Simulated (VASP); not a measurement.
Runs of VASP 6.6.1 on Be2C. The structure is that of space group Fm-3m (No. 225), or close to it. The cells are those of the table. 

```csv
level,cell,k mesh,cutoff (eV),gap on the mesh (eV),pressure (GPa)
PBE,"a = 3.121 Å, angles 60.0°, 3 atoms",8 × 8 × 8,600,1.13,-10.4
PBE,"a = 2.998 Å, angles 60.0°, 3 atoms",8 × 8 × 8,600,(c),(a)
r2SCAN,"a = 3.055 Å, angles 60.0°, 3 atoms",10 × 10 × 10,660,1.53,0.8
PBE,"a = 3.091 Å, angles 60.0°, 3 atoms",8 × 8 × 8,600,(b),-5.4
r2SCAN,"a = 3.055 Å, angles 60.0°, 3 atoms",8 × 8 × 8,660,1.53,0.8
PBE,"a = 3.061 Å, angles 60.0°, 3 atoms",8 × 8 × 8,600,1.16,0.3
r2SCAN,"a = 2.993 Å, angles 60.0°, 3 atoms",8 × 8 × 8,660,1.56,15.0
r2SCAN,"a = 3.115 Å, angles 60.0°, 3 atoms",8 × 8 × 8,660,1.50,(d)
```

Alike in all rows: task single point; potentials or basis VASP PAW PBE potentials, release 64 (C, Be); no spin polarisation; smearing gaussian 0.01 eV.

**Question.** Estimate the missing entries.

**Answer.** (a) 14.2; (b) 1.15; (c) 1.18; (d) -10.1.

Caveats: the PAW data sets were made with another functional, which shifts forces and pressure a little (some runs).

A k mesh can miss the band edges.
